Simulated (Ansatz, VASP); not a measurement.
**One calculation of CdTe, two programs**

```xyz
2
Lattice="-2.1748 2.1748 3.0390 2.1748 -2.1748 3.0390 2.1748 2.1748 -3.0390" Properties=species:S:1:pos:R:3 pbc="T T T"
Cd    0.0000    0.0000    0.0000
Te    0.0000    0.0000    3.0390
```

Change from the starting cell: species swapped into the CoO type (I4/mmm, No. 139).

Alike in both runs: functional PBE; k mesh 6 × 6 × 6; occupations gaussian, width 0.2 eV; no spin polarisation.

Ansatz relaxed the structure, and its values are those at the end. VASP's run is a single point on that final structure, the one shown.

```csv
,VASP,Ansatz
version,VASP 6.6.1,Ansatz 0.2.0
potentials or method,"VASP PAW PBE potentials, release 64 (Cd, Te), cutoff 500 eV","scalar-relativistic, plane waves, PAW"
valence electrons in the cell,18,36
```

|  | VASP | Ansatz | Ansatz less VASP |
| --- | --- | --- | --- |
| gap on the k mesh at the Fermi level (eV) | none | none | - |
| pressure (GPa) | 0.2 | 0.1 | -0.16 |

A gap of «none» marks a metal or a gap that the smearing closes. VASP's potentials hold 18 valence electrons a cell and Ansatz's 36, so a difference there can come from the potentials and not from the codes.

Neither program's run includes spin-orbit coupling.
